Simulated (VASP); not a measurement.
# WSe2 in VASP: further runs, part 2 of 2

VASP 6.6.1.

**3. Single point, r2SCAN (strain +0.030 along x and y, +0.030 along z)**

Input file POSCAR:

```
WSe2
1.0
    3.4138568710      0.0000000000      0.0000000000
   -1.7069284355      2.9564867752      0.0000000000
    0.0000000000      0.0000000000     30.6940937020
W Se
3 6
Direct
    0.6666666667      0.3333333333      0.0000000000
    0.3333333333      0.6666666667      0.7699395294
    0.3333333333      0.6666666667      0.2300604706
    0.3333333333      0.6666666667      0.0557735259
    0.6666666667      0.3333333333      0.8257181867
    0.6666666667      0.3333333333      0.2857987534
    0.3333333333      0.6666666667      0.9442264741
    0.6666666667      0.3333333333      0.7142012466
    0.6666666667      0.3333333333      0.1742818133
```

Input file INCAR.step1:

```
SYSTEM = WSe2
PREC = Accurate
ENCUT = 520
ISMEAR = 0
SIGMA = 0.05
LREAL = .False.
LASPH = .True.
NELM = 100
NBANDS = 49
GGA = PE
ALGO = Normal
EDIFF = 1E-4
LWAVE = .True.
LCHARG = .False.
```

Input file INCAR.step2:

```
SYSTEM = WSe2
PREC = Accurate
ENCUT = 520
EDIFF = 1E-6
ISMEAR = 0
SIGMA = 0.05
LREAL = .False.
LASPH = .True.
NELM = 100
ALGO = Normal
ISIF = 2
LWAVE = .False.
LCHARG = .True.
METAGGA = R2SCAN
LMIXTAU = .True.
LELF = .True.
LVHAR = .True.
NBANDS = 49
ISTART = 1
```

Input file KPOINTS:

```
regular mesh
0
Gamma
  12 12 1
  0 0 0
```

Potentials or basis: VASP PAW PBE potentials, release 64 (W_sv, Se).

Command:

```
> cat potpaw_PBE.64/W_sv/POTCAR potpaw_PBE.64/Se/POTCAR > POTCAR
> cp INCAR.step1 INCAR
> mpirun -np 1 vasp_std > vasp.out
> cp INCAR.step2 INCAR
> mpirun -np 1 vasp_std > vasp.out
```

OUTCAR:

```text
SYSTEM = WSe2
   PREC = Accurate
   ENCUT = 520
   EDIFF = 1E-6
   ISMEAR = 0
   LREAL = .False.
   LASPH = .True.
   NELM = 100
   ISIF = 2
   METAGGA = R2SCAN
   ISTART = 1

 ion  position               nearest neighbor table
   1  0.667  0.333  0.000-   4 2.61   7 2.61   4 2.61   7 2.61   4 2.61   7 2.61
   2  0.333  0.667  0.770-   8 2.61   8 2.61   8 2.61   5 2.61   5 2.61   5 2.61
   3  0.333  0.667  0.230-   6 2.61   6 2.61   6 2.61   9 2.61   9 2.61   9 2.61
   4  0.333  0.667  0.056-   1 2.61   1 2.61   1 2.61
   5  0.667  0.333  0.826-   2 2.61   2 2.61   2 2.61
   6  0.667  0.333  0.286-   3 2.61   3 2.61   3 2.61
   7  0.333  0.667  0.944-   1 2.61   1 2.61   1 2.61
   8  0.667  0.333  0.714-   2 2.61   2 2.61   2 2.61
   9  0.667  0.333  0.174-   3 2.61   3 2.61   3 2.61

  LATTYP: Found a hexagonal cell.
 ALAT       =     3.4138568710
 C/A-ratio  =     8.9910312183

  Lattice vectors:

 A1 = (   3.4138568710,   0.0000000000,   0.0000000000)
 A2 = (  -1.7069284355,   2.9564867752,   0.0000000000)
 A3 = (   0.0000000000,   0.0000000000,  30.6940937020)

[... 189 lines left out ...]

 k-point     1 :       0.0000    0.0000    0.0000
  band No.  band energies     occupation
      1     -75.0190      2.00000
      2     -75.0183      2.00000
      3     -75.0183      2.00000
      4     -38.5084      2.00000
      5     -38.5073      2.00000
      6     -38.5073      2.00000
[... 977 lines left out ...]
     48       4.4618      0.00000
     49       5.6872      0.00000

------------------------ aborting loop because EDIFF is reached ----------------------------------------

  FORCE on cell =-STRESS in cart. coord.  units (eV):
  Direction    XX          YY          ZZ          XY          YZ          ZX
  --------------------------------------------------------------------------------------
  -------------------------------------------------------------------------------------
  Total      -11.9382179    -11.9382179    -13.7312089     -0.0000000      0.0000000      0.0000000
  in kB      -61.7410514    -61.7410514    -71.0138880     -0.0000000      0.0000000      0.0000000
  external PRESSURE =     -64.8319969 kB  Pullay stress =       0.0000000 kB

 VOLUME and BASIS-vectors are now :
 -----------------------------------------------------------------------------
  energy-cutoff  :      520.00
  volume of cell :      309.80
      direct lattice vectors                 reciprocal lattice vectors
     3.413856871  0.000000000  0.000000000     0.292923821  0.169119647  0.000000000
    -1.706928436  2.956486775  0.000000000     0.000000000  0.338239294  0.000000000
     0.000000000  0.000000000 30.694093702     0.000000000  0.000000000  0.032579558

 POSITION                                       TOTAL-FORCE (eV/Angst)
 -----------------------------------------------------------------------------------
      1.70693      0.98550      0.00000        -0.000000      0.000000     -0.000000
     -0.00000      1.97099     23.63260        -0.000000     -0.000000      0.001454
     -0.00000      1.97099      7.06150        -0.000000     -0.000000     -0.001454
     -0.00000      1.97099      1.71192         0.000000     -0.000000     -1.291965
      1.70693      0.98550     25.34467         0.000000     -0.000000     -1.292311
      1.70693      0.98550      8.77233         0.000000     -0.000000     -1.316053
     -0.00000      1.97099     28.98218         0.000000     -0.000000      1.291965
      1.70693      0.98550     21.92176         0.000000      0.000000      1.316053
      1.70693      0.98550      5.34942         0.000000     -0.000000      1.292311
 -----------------------------------------------------------------------------------
    total drift:                                0.000002     -0.000001     -0.000000

  FREE ENERGIE OF THE ION-ELECTRON SYSTEM (eV)
  ---------------------------------------------------
  free  energy   TOTEN  =      -244.7874459338 eV

  energy  without entropy=     -244.7874459338  energy(sigma->0) =     -244.78744593
```

OUTCAR.step1:

```text
SYSTEM = WSe2
   PREC = Accurate
   ENCUT = 520
   ISMEAR = 0
   LREAL = .False.
   LASPH = .True.
   NELM = 100
[... 1229 lines left out ...]
     -0.00000      1.97099     28.98218        -0.000000      0.000000      0.996971
      1.70693      0.98550     21.92176        -0.000000      0.000000      0.975467
      1.70693      0.98550      5.34942         0.000000     -0.000000      0.998197
 -----------------------------------------------------------------------------------
    total drift:                                0.000000     -0.000000     -0.000000

  FREE ENERGIE OF THE ION-ELECTRON SYSTEM (eV)
  ---------------------------------------------------
  free  energy   TOTEN  =       -64.4980363264 eV

  energy  without entropy=      -64.4980363264  energy(sigma->0) =      -64.49803633
```

Run time: 64 min. Hardware: 1 thread of Intel Xeon 8259CL, shared host; peak memory 0.63 GiB.

Results:

| Item | Value |
| --- | --- |
| Free energy | -244.7874 eV |
| Largest force | 1.316 eV/Å |
| Band gap on the k mesh | 1.38 eV (least direct gap 1.41 eV) |

Forces in eV/Å, atoms in the order of the input:
```
W    0.000  0.000  0.000
W    0.000  0.000  0.001
W    0.000  0.000 -0.001
Se   0.000  0.000 -1.292
Se   0.000  0.000 -1.292
Se   0.000  0.000 -1.316
Se   0.000  0.000  1.292
Se   0.000  0.000  1.316
Se   0.000  0.000  1.292
```

Levels at points of the mesh, in eV from the valence-band top:
| k point | band 37 | band 38 | band 39 | band 40 | band 41 | band 42 |
| --- | --- | --- | --- | --- | --- | --- |
| (0.00, 0.00, 0.00) | -0.45 | -0.19 | 0.00 | 2.67 | 2.67 | 2.68 |
| (0.50, 0.00, 0.00) | -1.02 | -0.99 | -0.97 | 2.11 | 2.12 | 2.12 |

Caveat: the cell differs from its parent crystal (strain +0.030 along x and y, +0.030 along z); the PAW data sets were made with another functional, which shifts forces and pressure a little; spin-orbit coupling is left out, which moves the levels of the heavy elements.
